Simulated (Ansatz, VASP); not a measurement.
InSb in VASP and in Ansatz

Contents of INCAR:

```
SYSTEM = InSb
PREC     = Accurate       ! precision mode
ENCUT    = 520            ! plane-wave cutoff, eV
EDIFF    = 1E-6           ! SCF threshold, eV
ISMEAR   = 0              ! smearing method
SIGMA    = 0.15           ! smearing width, eV
LREAL    = .False.        ! projectors in reciprocal space
LASPH    = .True.         ! aspherical terms in the spheres
NELM     = 100            ! most SCF steps
ALGO     = Normal         ! electronic algorithm
ISIF     = 2              ! what is computed and relaxed
LWAVE    = .False.        ! write WAVECAR
LCHARG   = .False.        ! write CHGCAR
GGA      = PS             ! functional
NBANDS   = 16             ! bands
```

The input KPOINTS:

```
Automatic mesh
0
Gamma
  16 16 16
  0 0 0
```

File POSCAR:

```
InSb
1.0
    1.6262992565      4.0657481412      4.0657481412
    4.0657481412      1.6262992565      4.0657481412
    4.0657481412      4.0657481412      1.6262992565
In Sb
1 1
Direct
    0.0000000000      0.0000000000      0.0000000000
    0.5000000000      0.5000000000      0.5000000000
```

Input for Ansatz:

```yaml
crystal:
  lattice:
    - [1.6262992565, 4.0657481412, 4.0657481412]
    - [4.0657481412, 1.6262992565, 4.0657481412]
    - [4.0657481412, 4.0657481412, 1.6262992565]
  atoms:
    - { symbol: In, position: [0.0, 0.0, 0.0] }
    - { symbol: Sb, position: [0.5, 0.5, 0.5] }
basis:
  ecutwfc: 420
kpoints:
  mp_grid: { grid: [16, 16, 16] }
hamiltonian:
  xc: pbesol
scf:
  occupations: { method: gaussian, width: 0.15 }
output:
  forces: true
  stress: true
  eigenvalues: true
```

Alike in both runs: task single point; functional PBEsol; k mesh 16 × 16 × 16; occupations gaussian, width 0.15 eV; no spin polarisation.

```csv
,VASP,Ansatz
version,VASP 6.6.1,Ansatz 0.2.0
potentials or method,"VASP PAW PBE potentials, release 64 (In_d, Sb), cutoff 520 eV","scalar-relativistic, plane waves, PAW"
valence electrons in the cell,18,28
```

|  | VASP | Ansatz | Ansatz less VASP |
| --- | --- | --- | --- |
| gap on the k mesh at the Fermi level (eV) | none | none | - |
| pressure (GPa) | -4.1 | -4.1 | +0.03 |
| traceless stress, the component that is largest in VASP (GPa) | 0.20 | 0.20 | -0.006 |

VASP's potentials were made for PBE, not for PBEsol. A gap of «none» marks a metal or a gap that the smearing closes. The functional is the same, so the differences come from potentials, cutoffs and numerics. VASP's potentials hold 18 valence electrons a cell and Ansatz's 28, so a difference there can come from the potentials and not from the codes.

Neither program's run includes spin-orbit coupling.
